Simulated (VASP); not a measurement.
# Te (P3_121) in VASP: notebook

Runs on Te. Level: LDA. Tasks: single point, relaxation of volume and atoms at fixed shape.

All numbers are computed with VASP 6.6.1; they aren't measurements. Logs are shortened: lines on timing, memory, paths and dates and some standing lists are left out, and cuts for length are marked.

## 1. The cell of the first run

Symmetry: P3_121, No. 152, trigonal system. Conventional cell: a = 4.353 Å, b = 4.353 Å, c = 5.789 Å, α = 90.00°, β = 90.00°, γ = 120.00°. Te (site symmetry 2) has 6 Te at 2.89 to 3.33 Å within 3.8 Å.

## 2. Single point, LDA

Input file INCAR:

```
PREC     = Accurate       # precision mode
ENCUT    = 520            # plane-wave cutoff, eV
EDIFF    = 1E-6           # SCF threshold, eV
ISMEAR   = 1              # smearing method
SIGMA    = 0.02           # smearing width, eV
LREAL    = F              # projectors in reciprocal space
LASPH    = T              # aspherical terms in the spheres
NELM     = 60             # most SCF steps
ALGO     = Normal         # electronic algorithm
ISIF     = 2              # what is computed and relaxed
LWAVE    = F              # write WAVECAR
LCHARG   = T              # write CHGCAR
LELF     = T              # ELF
LVHAR    = T            
NBANDS   = 16             # bands
```

Input file KPOINTS:

```
regular mesh
0
Gamma
  11 11 7
```

Input file POSCAR:

```
Te
1.0
    4.3526716874      0.0000000000      0.0000000000
   -2.1763358437      3.7695242557      0.0000000000
    0.0000000000      0.0000000000      5.7892292493
Te
3
Direct
    0.2853265952      0.0000000000      0.3333333333
    0.0000000000      0.2853265952      0.6666666667
    0.7146734048      0.7146734048      0.0000000000
```

Potentials or basis: VASP PAW LDA potentials, release 64 (Te).

Started as:

```sh
> cat potpaw_LDA.64/Te/POTCAR > POTCAR
> mpirun -np 1 vasp_std > vasp.out
```

OUTCAR:

```text
PREC = Accurate
   ENCUT = 520
   EDIFF = 1E-6
   ISMEAR = 1
   LREAL = F
   LASPH = T
   NELM = 60
   ISIF = 2

 ion  position               nearest neighbor table
   1  0.285  0.000  0.333-   3 2.89   2 2.89   3 3.33   3 3.33   2 3.33   2 3.33
   2  0.000  0.285  0.667-   3 2.89   1 2.89   3 3.33   3 3.33   1 3.33   1 3.33
   3  0.715  0.715  0.000-   1 2.89   2 2.89   1 3.33   2 3.33   2 3.33   1 3.33

  LATTYP: Found a hexagonal cell.
 ALAT       =     4.3526716874
 C/A-ratio  =     1.3300404131

  Lattice vectors:

 A1 = (   4.3526716874,   0.0000000000,   0.0000000000)
 A2 = (  -2.1763358437,   3.7695242557,   0.0000000000)
 A3 = (   0.0000000000,   0.0000000000,   5.7892292493)

Analysis of symmetry for initial positions (statically):
=====================================================================
 Subroutine PRICEL returns:
 Original cell was already a primitive cell.

 Routine SETGRP: Setting up the symmetry group for a
 hexagonal supercell.

 Subroutine GETGRP returns: Found  6 space group operations
 (whereof  2 operations were pure point group operations)
 out of a pool of 24 trial point group operations.

The static configuration has the point symmetry C_2 .
 The point group associated with its full space group is D_3 .

Analysis of symmetry for dynamics (positions and initial velocities):
=====================================================================
 Subroutine PRICEL returns:
 Original cell was already a primitive cell.

 Routine SETGRP: Setting up the symmetry group for a
 hexagonal supercell.

 Subroutine GETGRP returns: Found  6 space group operations
 (whereof  2 operations were pure point group operations)
 out of a pool of 24 trial point group operations.

The dynamic configuration has the point symmetry C_2 .
 The point group associated with its full space group is D_3 .

 Subroutine INISYM returns: Found  6 space group operations
 (whereof  2 operations are pure point group operations),
 and found     1 'primitive' translations

----------------------------------------------------------------------------------------

                                     Primitive cell

  volume of cell :      94.9868

  direct lattice vectors                    reciprocal lattice vectors
     4.352671687  0.000000000  0.000000000     0.229743953  0.132642733  0.000000000
    -2.176335844  3.769524256  0.000000000     0.000000000  0.265285466  0.000000000
     0.000000000  0.000000000  5.789229249     0.000000000  0.000000000  0.172734566

  length of vectors
     4.352671687  4.352671687  5.789229249     0.265285466  0.265285466  0.172734566

  position of ions in fractional coordinates (direct lattice)
     0.285326595  0.000000000  0.333333333
     0.000000000  0.285326595  0.666666667
     0.714673405  0.714673405  0.000000000

  ion indices of the primitive-cell ions
   primitive index   ion index
                 1           1
                 2           2
                 3           3

----------------------------------------------------------------------------------------

 KPOINTS: regular mesh

Automatic generation of k-mesh.
 Grid dimensions read from file:
 generate k-points for:   11   11    7

 Generating k-lattice:

  Cartesian coordinates                     Fractional coordinates (reciprocal lattice)
     0.020885814  0.012058430  0.000000000     0.090909091  0.000000000  0.000000000
     0.000000000  0.024116861  0.000000000     0.000000000  0.090909091  0.000000000
     0.000000000  0.000000000  0.024676367     0.000000000  0.000000000  0.142857143

  Length of vectors
     0.024116861  0.024116861  0.024676367

  Shift w.r.t. Gamma in fractional coordinates (k-lattice)
     0.000000000  0.000000000  0.000000000

 Subroutine IBZKPT returns following result:
 ===========================================

 Found     94 irreducible k-points:

 Following reciprocal coordinates:
            Coordinates               Weight
  0.000000  0.000000  0.000000      1.000000
  0.090909  0.000000  0.000000      6.000000
  0.181818 -0.000000  0.000000      6.000000
  0.272727 -0.000000  0.000000      6.000000
  0.363636 -0.000000  0.000000      6.000000
  0.454545  0.000000  0.000000      6.000000
[... 16 lines left out ...]
  0.000000  0.272727  0.142857      6.000000
  0.363636 -0.000000  0.142857      6.000000
 [... further k-points ...]
   k-points           NKPTS =     94   k-points in BZ     NKDIM =     94   number of bands    NBANDS=     16
   number of dos      NEDOS =    301   number of ions     NIONS =      3
   total plane-waves  NPLWV =  49152
   dimension x,y,z NGX =    32 NGY =   32 NGZ =   48
   dimension x,y,z NGXF=    64 NGYF=   64 NGZF=   96
   ions per type =               3
   NGX,Y,Z   is equivalent  to a cutoff of  12.22, 12.22, 13.78 a.u.
   NGXF,Y,Z  is equivalent  to a cutoff of  24.44, 24.44, 27.57 a.u.
 SYSTEM =  unknown system
   PREC   = accura    normal or accurate (medium, high low for compatibility)
   ISTART =      0    job   : 0-new  1-cont  2-samecut
   ICHARG =      2    charge: 1-file 2-atom 10-const
   ISPIN  =      1    spin polarized calculation?
   LNONCOLLINEAR =      F non collinear calculations
   LSORBIT =      F    spin-orbit coupling
   LASPH  =      T    aspherical Exc in radial PAW
   ENCUT  =  520.0 eV  38.22 Ry    6.18 a.u.   8.09  8.09 10.76*2*pi/ulx,y,z
   NELM   =     60;   NELMIN=  2; NELMDL= -5     # of ELM steps
   EDIFF  = 0.1E-05   stopping-criterion for ELM
   LREAL  =      F    real-space projection
   EDIFFG = 0.1E-04   stopping-criterion for IOM
   NSW    =      0    number of steps for IOM
   IBRION =     -1    ionic relax: 0-MD 1-quasi-New 2-CG
   NFREE  =      0    steps in history (QN), initial steepest desc. (CG)
   ISIF   =      2    stress and relaxation
   ISYM   =      2    0-nonsym 1-usesym 2-fastsym
   POTIM  = 0.5000    time-step for ionic-motion
   TEBEG  =    0.0;   TEEND  =   0.0 temperature during run
   PSTRESS=    0.0 pullay stress
   NELECT =      18.0000    total number of electrons
   NUPDOWN=      -1.0000    fix difference up-down
   EMIN   =  10.00;   EMAX   =-10.00  energy-range for DOS
   EFERMI =   0.00;   METHOD = LEGACY
   ISMEAR =     1;   SIGMA  =   0.02  broadening in eV -4-tet -1-fermi 0-gaus
   EFERMI_NEDOS =   21; number of points for ismear=-14 and -15
   IALGO  =     38    algorithm
   IMIX   =      4    mixing-type and parameters
     AMIX     =   0.40;   BMIX     =  1.00
     AMIX_MAG =   1.60;   BMIX_MAG =  1.00
  volume/ion in A,a.u.               =      31.66       213.67
  Fermi-wavevector in a.u.,A,eV,Ry     =   0.940325  1.776956 12.030420  0.884211
  Thomas-Fermi vector in A             =   2.067725
   LORBIT       =      0    0 simple, 1 ext, 2 COOP (PROOUT), +10 PAW based schemes
   GGA     = CA    functional components
   LHFCALC =     F    Hartree Fock is set to
   AEXX    =    0.0000 exact exchange contribution
   IVDW    =     0    specifies the selected vdW correction
   LEPSILON=     F    determine dielectric tensor
   LRPA    =     F    only Hartree local field effects (RPA)
 non-spin polarized calculation
 Methfessel and Paxton  Order N= 1 SIGMA  =   0.02
  energy-cutoff  :      520.00
  volume of cell :       94.99
 maximum number of plane-waves:      2575
   NGX = 17   NGY = 17   NGZ = 21

 number of electron      18.0000000 magnetization

 Free energy of the ion-electron system (eV)
  ---------------------------------------------------
  ext. energy  EPLUGINS =         0.00000000
  ---------------------------------------------------
  free energy    TOTEN  =       -11.40226637 eV

  energy without entropy =      -11.40228568  energy(sigma->0) =      -11.40227281

 E-fermi :   6.6875     XC(G=0):  -9.6121

 val. band max:        6.6709162673   @ k =   0.3636   0.2727   0.4286
 cond. band min:       6.8368191699   @ k =   0.0000   0.0000   0.4286
 fundamental gap:      0.1659029026
 Fermi energy:         6.6874824614

 k-point     1 :       0.0000    0.0000    0.0000
  band No.  band energies     occupation
      1      -7.3171      2.00000
      2      -3.7834      2.00000
      3      -3.7834      2.00000
      4       3.5627      2.00000
      5       4.0107      2.00000
      6       4.0107      2.00000
[... 8 lines left out ...]
     15      12.7690      0.00000
     16      12.7690      0.00000

 k-point     2 :       0.0909    0.0000    0.0000
  band No.  band energies     occupation
      1      -7.2512      2.00000
      2      -3.7959      2.00000
      3      -3.7654      2.00000
      4       3.0071      2.00000
      5       3.5711      2.00000
      6       3.7068      2.00000
[... 8 lines left out ...]
     15      12.6474      0.00000
     16      12.9027      0.00000

 k-point     3 :       0.1818   -0.0000    0.0000
  band No.  band energies     occupation
      1      -7.0572      2.00000
      2      -3.8640      2.00000
      3      -3.7127      2.00000
      4       2.1858      2.00000
      5       2.9968      2.00000
      6       3.2895      2.00000
[... 8 lines left out ...]
     15      12.6859      0.00000
     16      13.4231      0.00000

 k-point     4 :       0.2727   -0.0000    0.0000
  band No.  band energies     occupation
      1      -6.7491      2.00000
      2      -4.0525      2.00000
      3      -3.6346      2.00000
      4       1.6627      2.00000
      5       2.4873      2.00000
      6       2.9239      2.00000
[... 8 lines left out ...]
     15      13.1135      0.00000
     16      14.2366      0.00000

 k-point     5 :       0.3636   -0.0000    0.0000
  band No.  band energies     occupation
      1      -6.3628      2.00000
      2      -4.3818      2.00000
      3      -3.5545      2.00000
      4       1.5253      2.00000
      5       2.1286      2.00000
      6       2.6696      2.00000
[... 8 lines left out ...]
     15      13.9420      0.00000
     16      15.1293      0.00000

 k-point     6 :       0.4545    0.0000    0.0000
  band No.  band energies     occupation
      1      -6.0118      2.00000
      2      -4.7241      2.00000
      3      -3.5029      2.00000
      4       1.6094      2.00000
      5       2.0204      2.00000
      6       2.5977      2.00000
[... 8 lines left out ...]
     15      15.0781      0.00000
     16      15.5153      0.00000
[... 267 lines left out ...]
 k-point    21 :       0.0000    0.1818    0.1429
  band No.  band energies     occupation
      1      -6.9793      2.00000
      2      -4.5782      2.00000
      3      -2.9946      2.00000
      4       2.2094      2.00000
      5       2.7182      2.00000
      6       3.3177      2.00000
[... 8 lines left out ...]
     15      12.9820      0.00000
     16      13.4705      0.00000

 k-point    22 :       0.2727   -0.0000    0.1429
  band No.  band energies     occupation
      1      -6.6848      2.00000
      2      -4.3876      2.00000
      3      -3.4268      2.00000
      4       2.0560      2.00000
      5       2.8071      2.00000
      6       3.0663      2.00000
[... 8 lines left out ...]
     15      12.9252      0.00000
     16      13.2362      0.00000

 k-point    23 :       0.0000    0.2727    0.1429
  band No.  band energies     occupation
      1      -6.6700      2.00000
      2      -4.5830      2.00000
      3      -3.1066      2.00000
      4       1.4832      2.00000
      5       2.2601      2.00000
      6       2.9700      2.00000
[... 8 lines left out ...]
     15      13.5281      0.00000
     16      14.2078      0.00000

 k-point    24 :       0.3636   -0.0000    0.1429
  band No.  band energies     occupation
      1      -6.3151      2.00000
      2      -4.3744      2.00000
      3      -3.7154      2.00000
      4       1.9577      2.00000
      5       2.3427      2.00000
      6       2.9234      2.00000
[... 8 lines left out ...]
     15      13.8309      0.00000
     16      13.8726      0.00000

 [... further k-points ...]
[... 5 lines left out ...]
  --------------------------------------------------------------------------------------
  -------------------------------------------------------------------------------------
  Total       -0.1694805     -0.1694805      0.6015720      0.0000000     -0.0000000     -0.0000000
  in kB       -2.8586895     -2.8586895     10.1469380      0.0000000     -0.0000000     -0.0000000
  external PRESSURE =       1.4765196 kB  Pullay stress =       0.0000000 kB

 VOLUME and BASIS-vectors are now :
 -----------------------------------------------------------------------------
  energy-cutoff  :      520.00
  volume of cell :       94.99
      direct lattice vectors                 reciprocal lattice vectors
     4.352671687  0.000000000  0.000000000     0.229743953  0.132642733  0.000000000
    -2.176335844  3.769524256  0.000000000     0.000000000  0.265285466  0.000000000
     0.000000000  0.000000000  5.789229249     0.000000000  0.000000000  0.172734566

 POSITION                                       TOTAL-FORCE (eV/Angst)
 -----------------------------------------------------------------------------------
      1.24193      0.00000      1.92974         0.025942      0.000000      0.000000
     -0.62097      1.07555      3.85949        -0.012971      0.022467     -0.000000
      1.55537      2.69398      0.00000        -0.012971     -0.022467      0.000000
 -----------------------------------------------------------------------------------
    total drift:                                0.000000      0.000000      0.000000

  FREE ENERGIE OF THE ION-ELECTRON SYSTEM (eV)
  ---------------------------------------------------
  free  energy   TOTEN  =       -11.4022663695 eV

  energy  without entropy=      -11.4022856773  energy(sigma->0) =      -11.40227281
```

Run time: 2.1 min. Hardware: 1 thread of Intel Xeon 8259CL, shared host; peak memory 0.25 GiB.

Results:

```
Free energy            : -11.4023 eV
Pressure               : 0.1 GPa
Largest force          : 0.026 eV/Å
Band gap on the k mesh : 0.17 eV (least direct gap 0.54 eV)
```

Forces on the atoms (eV/Å):
```
Te   0.026  0.000  0.000
Te  -0.013  0.022  0.000
Te  -0.013 -0.022  0.000
```

Levels at points of the mesh, in eV from the valence-band top:
```
           k point  band 7  band 8  band 9  band 10  band 11  band 12
(0.00, 0.00, 0.00)   -1.85   -1.85   -1.23     1.08     1.08     1.58
```

Caveat: spin-orbit coupling is left out, which moves the levels of the heavy elements; an odd mesh through Γ misses points on the zone boundary, where band edges can lie.

## 3. Relaxation of volume and atoms at fixed shape, LDA

This run uses another cell than the first one, of 33.93 Å³/atom.

Input file INCAR:

```
  PREC = Accurate
  ENCUT = 600
  EDIFF = 1E-7
  ISMEAR = 1
  SIGMA = 0.02
  LREAL = False
  LASPH = True
  NELM = 80
  ALGO = Normal
  ISIF = 8
  LWAVE = False
  LCHARG = False
  IBRION = 2
  NSW = 60
  EDIFFG = -0.02
```

Input file KPOINTS:

```
Automatic mesh
0
Gamma
  11 11 7
```

Input file POSCAR:

```
Te
1.0
    4.4540000000      0.0000000000      0.0000000000
   -2.2270000000      3.8572771485      0.0000000000
    0.0000000000      0.0000000000      5.9240000000
Te
3
Direct
    0.2690000000      0.0000000000      0.3333333333
    0.0000000000      0.2690000000      0.6666666667
    0.7310000000      0.7310000000      0.0000000000
```

Potentials or basis: VASP PAW LDA potentials, release 64 (Te).

Started as:

```sh
> cat potpaw_LDA.64/Te/POTCAR > POTCAR
> mpirun -np 1 vasp_std > vasp.out
```

It took 9.6 min on 1 thread of Intel Xeon 8259CL, shared host; peak memory 0.3 GiB.

It converged, with:

| Property | Result |
| --- | --- |
| Free energy | -11.4027 eV |
| Relaxed volume | 31.72 Å³/atom |
| Relaxed cell | a = 4.355 Å, b = 4.355 Å, c = 5.793 Å, α = 90.00°, β = 90.00°, γ = 120.00° |
| Space group after relaxing (to 0.1 Å) | P3_121 (No. 152) |
| Energy gained by relaxing | 17.7 meV/atom |
| Ionic steps | 8 |
| Pressure after relaxing | 0.0 GPa |
| Largest force after relaxing | 0.007 eV/Å |
| Band gap on the k mesh | 0.16 eV (least direct gap 0.53 eV) |

Forces in eV/Å, atoms in the order of the input:
```
Te   0.007  0.000  0.000
Te  -0.004  0.006  0.000
Te  -0.004 -0.006  0.000
```

Stress tensor (GPa, compression positive):
```
-0.43  0.00  0.00
 0.00 -0.43  0.00
 0.00  0.00  0.82
```

Step by step:
```tsv
step	energy change (eV)	largest force (eV/Å)	pressure (GPa)	volume (Å³)
1	0.0000	0.0868	-1.85	101.78
2	-0.0193	0.3731	1.07	96.12
3	-0.0241	0.2827	0.10	97.80
4	-0.0341	0.2279	0.10	97.18
5	-0.0508	0.0848	0.25	95.32
6	-0.0524	0.0368	0.36	94.59
7	-0.0504	0.0478	-0.71	96.27
8	-0.0531	0.0072	-0.01	95.16
```

Final structure:
```
CELL_PARAMETERS angstrom
4.35529 0.00000 0.00000
-2.17764 3.77179 0.00000
0.00000 0.00000 5.79271
ATOMIC_POSITIONS crystal
Te 0.28590 0.00000 0.33333
Te 0.00000 0.28590 0.66667
Te 0.71410 0.71410 0.00000
```

Levels at points of the mesh, in eV from the valence-band top:
| k point | band 7 | band 8 | band 9 | band 10 | band 11 | band 12 |
| --- | --- | --- | --- | --- | --- | --- |
| (0.00, 0.00, 0.00) | -1.85 | -1.85 | -1.24 | 1.08 | 1.08 | 1.57 |

Caveat: spin-orbit coupling is left out, which moves the levels of the heavy elements; an odd mesh through Γ misses points on the zone boundary, where band edges can lie.
